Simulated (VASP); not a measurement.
# CsMgBiO3 (R3m) in VASP: a series of runs

CsMgBiO3 is run at these levels: PBE; tasks: single point.

Program: VASP 6.6.1. These are calculated values, not measurements. Logs are shortened: lines on timing, memory, paths and dates and some standing lists are left out, and cuts for length are marked.

### Step 1. The cell of the first run

It takes space group R3m (No. 160, trigonal). The conventional cell has a = 6.203 Å, b = 6.203 Å, c = 11.391 Å, α = 90.00°, β = 90.00°, γ = 120.00°. Bi (site symmetry 3m) has 3 O at 2.06 Å within 2.7 Å. Within 4.3 Å of Cs (site symmetry 3m) lie 9 O at 3.27 Å and 4 Bi at 3.58 to 3.88 Å and 3 Mg at 3.66 Å. Mg (site symmetry 3m) has 3 O at 1.87 Å within 2.5 Å. O (site symmetry m) has 1 Mg at 1.87 Å and 1 Bi at 2.06 Å within 2.5 Å.

### Step 2. Single point, PBE

Contents of INCAR:

```
SYSTEM = CsMgBiO3
ALGO = Normal ; EDIFF = 1E-7
ENCUT = 520 ; GGA = PE
ISIF = 2 ; ISMEAR = -1
LASPH = .True. ; LCHARG = .True.
LELF = .True. ; LREAL = .False.
LVHAR = .True. ; LWAVE = .False.
NBANDS = 31 ; NELM = 60
PREC = Accurate ; SIGMA = 0.05
```

Contents of KPOINTS:

```
k-points
0
Gamma
  5 5 5
  0 0 0
```

Contents of POSCAR:

```
CsMgBiO3
1.0
    3.1012962112      1.7905342023      3.7970092083
   -3.1012962112      1.7905342023      3.7970092083
    0.0000000000     -3.5810684048      3.7970092083
Bi Cs Mg O
1 1 1 3
Direct
    0.5629419360      0.5629419360      0.5629419360
    0.9038568684      0.9038568684      0.9038568684
    0.3026358329      0.3026358329      0.3026358329
    0.9826225476      0.4988686475      0.4988686475
    0.4988686475      0.4988686475      0.9826225476
    0.4988686475      0.9826225476      0.4988686475
```

Potentials or basis: VASP PAW PBE potentials, release 64 (Bi_d, Cs_sv, Mg, O).

Launch:

```
> cat potpaw_PBE.64/Bi_d/POTCAR potpaw_PBE.64/Cs_sv/POTCAR potpaw_PBE.64/Mg/POTCAR potpaw_PBE.64/O/POTCAR > POTCAR
> mpirun -np 1 vasp_std > vasp.out
```

OUTCAR:

```text
SYSTEM = CsMgBiO3
   EDIFF = 1E-7
   ENCUT = 520
   GGA = PE
   ISIF = 2
   ISMEAR = -1
   LASPH = .True.
   LREAL = .False.
   NELM = 60
   PREC = Accurate

 ion  position               nearest neighbor table
   1  0.563  0.563  0.563-   4 2.06   6 2.06   5 2.06   3 2.97   3 3.68   3 3.68   3 3.68
   2  0.904  0.904  0.904-
   3  0.303  0.303  0.303-   5 1.87   4 1.87   6 1.87   1 2.97   1 3.68   1 3.68   1 3.68
   4  0.983  0.499  0.499-   3 1.87   1 2.06
   5  0.499  0.499  0.983-   3 1.87   1 2.06
   6  0.499  0.983  0.499-   3 1.87   1 2.06

  LATTYP: Found a trigonal (rhomboedric) cell.
 ALAT       =     5.2193227384
 COS(alpha) =     0.2938642685

  Lattice vectors:

 A1 = (   3.1012962112,   1.7905342023,   3.7970092083)
 A2 = (  -3.1012962112,   1.7905342023,   3.7970092083)
 A3 = (   0.0000000000,  -3.5810684048,   3.7970092083)

Analysis of symmetry for initial positions (statically):
=====================================================================
 Subroutine PRICEL returns:
 Original cell was already a primitive cell.

 Routine SETGRP: Setting up the symmetry group for a
 trigonal (rhombohedral) supercell.

 Subroutine GETGRP returns: Found  6 space group operations
 (whereof  6 operations were pure point group operations)
 out of a pool of 12 trial point group operations.

The static configuration has the point symmetry C_3v.

Analysis of symmetry for dynamics (positions and initial velocities):
=====================================================================
 Subroutine PRICEL returns:
 Original cell was already a primitive cell.

 Routine SETGRP: Setting up the symmetry group for a
 trigonal (rhombohedral) supercell.

 Subroutine GETGRP returns: Found  6 space group operations
 (whereof  6 operations were pure point group operations)
 out of a pool of 12 trial point group operations.

The dynamic configuration has the point symmetry C_3v.

 Subroutine INISYM returns: Found  6 space group operations
 (whereof  6 operations are pure point group operations),
 and found     1 'primitive' translations

----------------------------------------------------------------------------------------

                                     Primitive cell

  volume of cell :     126.5082

  direct lattice vectors                    reciprocal lattice vectors
     3.101296211  1.790534202  3.797009208     0.161222910  0.093082090  0.087788392
    -3.101296211  1.790534202  3.797009208    -0.161222910  0.093082090  0.087788392
     0.000000000 -3.581068405  3.797009208     0.000000000 -0.186164181  0.087788392

  length of vectors
     5.219322738  5.219322738  5.219322738     0.205824936  0.205824936  0.205824936

  position of ions in fractional coordinates (direct lattice)
     0.562941936  0.562941936  0.562941936
     0.903856868  0.903856868  0.903856868
     0.302635833  0.302635833  0.302635833
     0.982622548  0.498868647  0.498868647
     0.498868647  0.498868647  0.982622548
     0.498868647  0.982622548  0.498868647

  ion indices of the primitive-cell ions
   primitive index   ion index
                 1           1
                 2           2
                 3           3
                 4           4
                 5           5
                 6           6

----------------------------------------------------------------------------------------

 KPOINTS: k-points

Automatic generation of k-mesh.
 Grid dimensions read from file:
 generate k-points for:    5    5    5

 Generating k-lattice:

  Cartesian coordinates                     Fractional coordinates (reciprocal lattice)
     0.032244582  0.018616418  0.017557678     0.200000000  0.000000000  0.000000000
    -0.032244582  0.018616418  0.017557678     0.000000000  0.200000000  0.000000000
     0.000000000 -0.037232836  0.017557678     0.000000000  0.000000000  0.200000000

  Length of vectors
     0.041164987  0.041164987  0.041164987

  Shift w.r.t. Gamma in fractional coordinates (k-lattice)
     0.000000000  0.000000000  0.000000000

 Subroutine IBZKPT returns following result:
 ===========================================

 Found     19 irreducible k-points:

 Following reciprocal coordinates:
            Coordinates               Weight
  0.000000  0.000000  0.000000      1.000000
  0.200000 -0.000000 -0.000000      6.000000
  0.400000 -0.000000 -0.000000      6.000000
  0.200000  0.200000 -0.000000      6.000000
  0.400000  0.200000 -0.000000     12.000000
 -0.400000  0.200000  0.000000     12.000000
[... 11 lines left out ...]
  0.400000  0.400000  0.400000      2.000000
 -0.400000  0.400000  0.400000      6.000000
   k-points           NKPTS =     19   k-points in BZ     NKDIM =     19   number of bands    NBANDS=     31
   number of dos      NEDOS =    301   number of ions     NIONS =      6
   total plane-waves  NPLWV =  64000
   dimension x,y,z NGX =    40 NGY =   40 NGZ =   40
   dimension x,y,z NGXF=    80 NGYF=   80 NGZF=   80
   ions per type =               1   1   1   3
   NGX,Y,Z   is equivalent  to a cutoff of  12.74, 12.74, 12.74 a.u.
   NGXF,Y,Z  is equivalent  to a cutoff of  25.48, 25.48, 25.48 a.u.
 SYSTEM =  CsMgBiO3
   PREC   = accura    normal or accurate (medium, high low for compatibility)
   ISTART =      0    job   : 0-new  1-cont  2-samecut
   ICHARG =      2    charge: 1-file 2-atom 10-const
   ISPIN  =      1    spin polarized calculation?
   LNONCOLLINEAR =      F non collinear calculations
   LSORBIT =      F    spin-orbit coupling
   LASPH  =      T    aspherical Exc in radial PAW
   ENCUT  =  520.0 eV  38.22 Ry    6.18 a.u.   9.70  9.70  9.70*2*pi/ulx,y,z
   NELM   =     60;   NELMIN=  2; NELMDL= -5     # of ELM steps
   EDIFF  = 0.1E-06   stopping-criterion for ELM
   LREAL  =      F    real-space projection
   EDIFFG = 0.1E-05   stopping-criterion for IOM
   NSW    =      0    number of steps for IOM
   IBRION =     -1    ionic relax: 0-MD 1-quasi-New 2-CG
   NFREE  =      0    steps in history (QN), initial steepest desc. (CG)
   ISIF   =      2    stress and relaxation
   ISYM   =      2    0-nonsym 1-usesym 2-fastsym
   POTIM  = 0.5000    time-step for ionic-motion
   TEBEG  =    0.0;   TEEND  =   0.0 temperature during run
   PSTRESS=    0.0 pullay stress
   NELECT =      44.0000    total number of electrons
   NUPDOWN=      -1.0000    fix difference up-down
   EMIN   =  10.00;   EMAX   =-10.00  energy-range for DOS
   EFERMI =   0.00;   METHOD = LEGACY
   ISMEAR =    -1;   SIGMA  =   0.05  broadening in eV -4-tet -1-fermi 0-gaus
   EFERMI_NEDOS =   21; number of points for ismear=-14 and -15
   IALGO  =     38    algorithm
   IMIX   =      4    mixing-type and parameters
     AMIX     =   0.40;   BMIX     =  1.00
     AMIX_MAG =   1.60;   BMIX_MAG =  1.00
  volume/ion in A,a.u.               =      21.08       142.29
  Fermi-wavevector in a.u.,A,eV,Ry     =   1.151294  2.175630 18.034212  1.325477
  Thomas-Fermi vector in A             =   2.287952
   LORBIT       =      0    0 simple, 1 ext, 2 COOP (PROOUT), +10 PAW based schemes
   GGA     = PE    functional components
   LHFCALC =     F    Hartree Fock is set to
   AEXX    =    0.0000 exact exchange contribution
   IVDW    =     0    specifies the selected vdW correction
   LEPSILON=     F    determine dielectric tensor
   LRPA    =     F    only Hartree local field effects (RPA)
 non-spin polarized calculation
  energy-cutoff  :      520.00
  volume of cell :      126.51
 maximum number of plane-waves:      3431
   NGX = 19   NGY = 19   NGZ = 19

 number of electron      43.9999993 magnetization

 Free energy of the ion-electron system (eV)
  ---------------------------------------------------
  ext. energy  EPLUGINS =         0.00000000
  ---------------------------------------------------
  free energy    TOTEN  =       -30.33703873 eV

  energy without entropy =      -30.33703873  energy(sigma->0) =      -30.33703873

 E-fermi :   3.1922     XC(G=0):  -8.7710

 val. band max:        2.1070967889   @ k =  -0.4000   0.4000   0.4000
 cond. band min:       5.0792809093   @ k =  -0.4000   0.4000   0.4000
 fundamental gap:      2.9721841203
 Fermi energy:         3.1921722764

 k-point     1 :       0.0000    0.0000    0.0000
  band No.  band energies     occupation
      1     -19.9840      2.00000
      2     -19.9840      2.00000
      3     -19.6525      2.00000
      4     -19.6525      2.00000
      5     -19.6522      2.00000
      6     -18.2817      2.00000
[... 23 lines left out ...]
     30      10.4359      0.00000
     31      10.4359      0.00000

 k-point     2 :       0.2000   -0.0000   -0.0000
  band No.  band energies     occupation
      1     -19.9839      2.00000
      2     -19.9807      2.00000
      3     -19.6534      2.00000
      4     -19.6527      2.00000
      5     -19.6517      2.00000
      6     -18.2704      2.00000
[... 23 lines left out ...]
     30      10.4698      0.00000
     31      10.7844      0.00000

 k-point     3 :       0.4000   -0.0000   -0.0000
  band No.  band energies     occupation
      1     -19.9837      2.00000
      2     -19.9754      2.00000
      3     -19.6540      2.00000
      4     -19.6530      2.00000
      5     -19.6514      2.00000
      6     -18.2518      2.00000
[... 23 lines left out ...]
     30      10.2895      0.00000
     31      10.3978      0.00000

 k-point     4 :       0.2000    0.2000   -0.0000
  band No.  band energies     occupation
      1     -19.9828      2.00000
      2     -19.9777      2.00000
      3     -19.6540      2.00000
      4     -19.6524      2.00000
      5     -19.6521      2.00000
      6     -18.2647      2.00000
[... 465 lines left out ...]
     30      10.3742      0.00000
     31      10.5581      0.00000

 k-point    18 :       0.4000    0.4000    0.4000
  band No.  band energies     occupation
      1     -19.9675      2.00000
      2     -19.9675      2.00000
      3     -19.6578      2.00000
      4     -19.6528      2.00000
      5     -19.6528      2.00000
      6     -18.2359      2.00000
[... 23 lines left out ...]
     30      10.7943      0.00000
     31      10.7943      0.00000

 k-point    19 :      -0.4000    0.4000    0.4000
  band No.  band energies     occupation
      1     -19.9683      2.00000
      2     -19.9674      2.00000
      3     -19.6576      2.00000
      4     -19.6528      2.00000
      5     -19.6527      2.00000
      6     -18.2306      2.00000
[... 23 lines left out ...]
     30      10.6104      0.00000
     31      10.7602      0.00000

------------------------ aborting loop because EDIFF is reached ----------------------------------------

  FORCE on cell =-STRESS in cart. coord.  units (eV):
  Direction    XX          YY          ZZ          XY          YZ          ZX
  --------------------------------------------------------------------------------------
  -------------------------------------------------------------------------------------
  Total        5.4511939      5.4511939      1.7998333      0.0000000     -0.0000000      0.0000000
  in kB       69.0372438     69.0372438     22.7941859      0.0000000     -0.0000000      0.0000000
  external PRESSURE =      53.6228912 kB  Pullay stress =       0.0000000 kB

 VOLUME and BASIS-vectors are now :
 -----------------------------------------------------------------------------
  energy-cutoff  :      520.00
  volume of cell :      126.51
      direct lattice vectors                 reciprocal lattice vectors
     3.101296211  1.790534202  3.797009208     0.161222910  0.093082090  0.087788392
    -3.101296211  1.790534202  3.797009208    -0.161222910  0.093082090  0.087788392
     0.000000000 -3.581068405  3.797009208     0.000000000 -0.186164181  0.087788392

 POSITION                                       TOTAL-FORCE (eV/Angst)
 -----------------------------------------------------------------------------------
      0.00000     -0.00000      6.41249         0.000000      0.000000     -0.102942
      0.00000     -0.00000     10.29586         0.000000     -0.000000      0.003341
      0.00000     -0.00000      3.44733         0.000000     -0.000000      0.028044
      1.50026      0.86618      7.51944         0.039270      0.022672      0.023852
      0.00000     -1.73236      7.51944         0.000000     -0.045345      0.023852
     -1.50026      0.86618      7.51944        -0.039270      0.022672      0.023852
 -----------------------------------------------------------------------------------
    total drift:                               -0.000000      0.000000     -0.000942

  FREE ENERGIE OF THE ION-ELECTRON SYSTEM (eV)
  ---------------------------------------------------
  free  energy   TOTEN  =       -30.3370387341 eV

  energy  without entropy=      -30.3370387341  energy(sigma->0) =      -30.33703873
```

It took 47 s on 1 thread of Intel Xeon Platinum 8488C (Sapphire Rapids), shared host; peak memory 0.29 GiB.

Results:

| Quantity | Value |
| --- | --- |
| Free energy | -30.3370 eV |
| Pressure | 5.4 GPa |
| Largest force | 0.103 eV/Å |
| Band gap on the k mesh | 2.97 eV |

Forces on the atoms (eV/Å):
```
Bi   0.000  0.000 -0.103
Cs   0.000  0.000  0.003
Mg   0.000  0.000  0.028
O    0.039  0.023  0.024
O    0.000 -0.045  0.024
O   -0.039  0.023  0.024
```

Stress tensor (GPa, compression positive):
```
6.90 0.00 0.00
0.00 6.90 0.00
0.00 0.00 2.28
```

Caveat: the cell stands under pressure; spin-orbit coupling is left out, which moves the levels of the heavy elements.

### Step 3. Single point, PBE

This run uses another cell than the first one, of 21.97 Å³/atom.

Contents of INCAR:

```
ALGO = Normal
EDIFF = 1E-6
ENCUT = 520
GGA = PE
ISIF = 2
ISMEAR = -1
LASPH = T
LCHARG = F
LREAL = F
LWAVE = F
NBANDS = 31
NELM = 60
PREC = Accurate
SIGMA = 0.05
```

Contents of KPOINTS:

```
k-points
0
Gamma
  5 5 5
```

Contents of POSCAR:

```
CsMgBiO3
1.0
    3.1659065489      1.8278369982      3.7970092083
   -3.1659065489      1.8278369982      3.7970092083
    0.0000000000     -3.6556739965      3.7970092083
Bi Cs Mg O
1 1 1 3
Direct
    0.5651668492      0.5651668492      0.5651668492
    0.9066950498      0.9066950498      0.9066950498
    0.3044656717      0.3044656717      0.3044656717
    0.9822128180      0.4956270456      0.4956270456
    0.4956270456      0.4956270456      0.9822128180
    0.4956270456      0.9822128180      0.4956270456
```

Potentials or basis: VASP PAW PBE potentials, release 64 (Bi_d, Cs_sv, Mg, O).

Launch:

```
> cat potpaw_PBE.64/Bi_d/POTCAR potpaw_PBE.64/Cs_sv/POTCAR potpaw_PBE.64/Mg/POTCAR potpaw_PBE.64/O/POTCAR > POTCAR
> mpirun -np 1 vasp_std > vasp.out
```

Wall time 41 s (1 thread of Intel Xeon Platinum 8488C (Sapphire Rapids), shared host); peak memory 0.29 GiB.

The run converged. Its results:

* Free energy: -30.5062 eV
* Pressure: 2.9 GPa
* Largest force: 0.102 eV/Å
* Band gap on the k mesh: 2.92 eV

Forces on the atoms (eV/Å):
```
Bi   0.000  0.000 -0.102
Cs   0.000  0.000  0.001
Mg   0.000  0.000  0.024
O    0.046  0.027  0.026
O    0.000 -0.053  0.026
O   -0.046  0.027  0.026
```

Stress tensor (GPa, compression positive):
```
3.30 0.00 0.00
0.00 3.30 0.00
0.00 0.00 1.99
```

Levels at points of the mesh, in eV from the valence-band top:
| k point | band 19 | band 20 | band 21 | band 22 | band 23 | band 24 | band 25 | band 26 |
| --- | --- | --- | --- | --- | --- | --- | --- | --- |
| (0.00, 0.00, 0.00) | -1.61 | -1.16 | -1.16 | -0.75 | 3.26 | 4.98 | 4.98 | 5.96 |

Caveat: spin-orbit coupling is left out, which moves the levels of the heavy elements. A k mesh can miss the band edges.

### Step 4. Single point, PBE

This run uses another cell than the first one, of 22.42 Å³/atom.

Contents of INCAR:

```
SYSTEM = CsMgBiO3
PREC = Accurate ; ENCUT = 520
EDIFF = 1E-6 ; ISMEAR = -1
SIGMA = 0.05 ; LREAL = .FALSE.
LASPH = .TRUE. ; NELM = 80
ALGO = Normal ; ISIF = 2
LWAVE = .FALSE. ; LCHARG = .FALSE.
GGA = PE ; NBANDS = 31
```

Contents of KPOINTS:

```
regular mesh
0
G
  5 5 5
  0 0 0
```

Contents of POSCAR:

```
CsMgBiO3
1.0
    3.1982117178      1.8464883962      3.7970092083
   -3.1982117178      1.8464883962      3.7970092083
    0.0000000000     -3.6929767924      3.7970092083
Bi Cs Mg O
1 1 1 3
Direct
    0.5662878793      0.5662878793      0.5662878793
    0.9083855698      0.9083855698      0.9083855698
    0.3050414893      0.3050414893      0.3050414893
    0.9820617725      0.4940088845      0.4940088845
    0.4940088845      0.4940088845      0.9820617725
    0.4940088845      0.9820617725      0.4940088845
```

Launch:

```
> cat potpaw_PBE.64/Bi_d/POTCAR potpaw_PBE.64/Cs_sv/POTCAR potpaw_PBE.64/Mg/POTCAR potpaw_PBE.64/O/POTCAR > POTCAR
> mpirun -np 1 vasp_std > vasp.out
```

Wall time 45 s (1 thread of Intel Xeon Platinum 8488C (Sapphire Rapids), shared host); peak memory 0.29 GiB.

The run converged. Its results:

- Free energy: -30.5485 eV
- Pressure: 1.7 GPa
- Largest force: 0.096 eV/Å
- Band gap on the k mesh: 2.86 eV

Forces on the atoms (eV/Å):
```
Bi   0.000  0.000 -0.096
Cs   0.000  0.000  0.001
Mg   0.000  0.000  0.023
O    0.046  0.026  0.024
O    0.000 -0.053  0.024
O   -0.046  0.026  0.024
```

Stress tensor (GPa, compression positive):
```
1.67 0.00 0.00
0.00 1.67 0.00
0.00 0.00 1.83
```

Levels at points of the mesh, in eV from the valence-band top:
| k point | band 18 | band 19 | band 20 | band 21 | band 22 | band 23 | band 24 | band 25 | band 26 | band 27 |
| --- | --- | --- | --- | --- | --- | --- | --- | --- | --- | --- |
| (0.00, 0.00, 0.00) | -1.63 | -1.55 | -1.17 | -1.17 | -0.75 | 3.23 | 4.97 | 4.97 | 5.82 | 5.88 |

Caveat: spin-orbit coupling is left out, which moves the levels of the heavy elements. A k mesh can miss the band edges.

### Step 5. Single point, PBE

This run uses another cell than the first one, of 22.88 Å³/atom.

Contents of INCAR:

```
PREC = Accurate ; ENCUT = 520
EDIFF = 1E-6 ; ISMEAR = -1
SIGMA = 0.05 ; LREAL = False
LASPH = True ; NELM = 80
ALGO = Normal ; ISIF = 2
LWAVE = False ; LCHARG = False
GGA = PE ; NBANDS = 31
```

Contents of KPOINTS:

```
Automatic mesh
0
Gamma
  5 5 5
```

Contents of POSCAR:

```
CsMgBiO3
1.0
    3.2305168867      1.8651397941      3.7970092083
   -3.2305168867      1.8651397941      3.7970092083
    0.0000000000     -3.7302795883      3.7970092083
Bi Cs Mg O
1 1 1 3
Direct
    0.5672952586      0.5672952586      0.5672952586
    0.9112325234      0.9112325234      0.9112325234
    0.3054612409      0.3054612409      0.3054612409
    0.9816513315      0.4920770628      0.4920770628
    0.4920770628      0.4920770628      0.9816513315
    0.4920770628      0.9816513315      0.4920770628
```

Launch:

```
> cat potpaw_PBE.64/Bi_d/POTCAR potpaw_PBE.64/Cs_sv/POTCAR potpaw_PBE.64/Mg/POTCAR potpaw_PBE.64/O/POTCAR > POTCAR
> mpirun -np 1 vasp_std > vasp.out
```

Wall time 43 s (1 thread of Intel Xeon Platinum 8488C (Sapphire Rapids), shared host); peak memory 0.29 GiB.

Results (log left out):

- Free energy: -30.5644 eV
- Pressure: 0.7 GPa
- Largest force: 0.104 eV/Å
- Band gap on the k mesh: 2.77 eV

Forces in eV/Å, atoms in the order of the input:
```
Bi   0.000  0.000 -0.104
Cs   0.000  0.000 -0.005
Mg   0.000  0.000  0.017
O    0.047  0.027  0.031
O    0.000 -0.054  0.031
O   -0.047  0.027  0.031
```

Stress tensor (GPa, compression positive):
```
0.20 0.00 0.00
0.00 0.20 0.00
0.00 0.00 1.70
```

Levels at points of the mesh, in eV from the valence-band top:
| k point | band 20 | band 21 | band 22 | band 23 | band 24 | band 25 |
| --- | --- | --- | --- | --- | --- | --- |
| (0.00, 0.00, 0.00) | -1.16 | -1.16 | -0.76 | 3.19 | 4.96 | 4.96 |

Caveat: spin-orbit coupling is left out, which moves the levels of the heavy elements. A k mesh can miss the band edges.

### Step 6. Summary

```tsv
cell	gap on the mesh (eV)	pressure (GPa)	largest force (eV/Å)
a = 5.219 Å, angles 72.9°, 6 atoms, atomic positions A	2.97	5.4	0.10
a = 5.271 Å, angles 73.8°, 6 atoms, atomic positions B	2.92	2.9	0.10
a = 5.297 Å, angles 74.3°, 6 atoms, atomic positions C	2.86	1.7	0.10
a = 5.323 Å, angles 74.7°, 6 atoms, atomic positions D	2.77	0.7	0.10
```

Alike in all rows: task single point; level PBE; potentials or basis VASP PAW PBE potentials, release 64 (Bi_d, Cs_sv, Mg, O); no spin polarisation; k mesh 5 × 5 × 5; cutoff (eV) 520; smearing fermi-dirac 0.05 eV.

Caveats: spin-orbit coupling is left out, which moves the levels of the heavy elements; the cell stands under pressure (at least some runs).

Total energies depend on the potentials used, so only differences within one code and one set of settings carry meaning.
